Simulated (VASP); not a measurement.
LiCl:

```
Cl Li
1.0
     0.00000    2.54756    2.54756
     2.54756    0.00000    2.54756
     2.54756    2.54756    0.00000
Cl Li
1 1
Direct
  0.50000 0.50000 0.50000
  0.00000 0.00000 0.00000
```

Base run:

* Program: VASP 6.6.1
* Functional: r2SCAN
* Potentials or basis: VASP PAW PBE potentials, release 64 (Cl, Li_sv)
* Cutoff: 520 eV
* k mesh: 9 × 9 × 9
* Occupations: fermi-dirac, width 0.05 eV
* Spin: no spin polarisation

Its results: band gap on the k mesh 7.43 eV, direct.

**Question.** The run is repeated on the same cell with these changes: functional from r2SCAN to PBE. What comes out?

**Answer.** Band gap on the k mesh 6.46 eV, direct.

r2SCAN gives the wider gap, since meta-GGAs in the generalised Kohn-Sham scheme recover part of the derivative discontinuity.

A k mesh can miss the band edges.
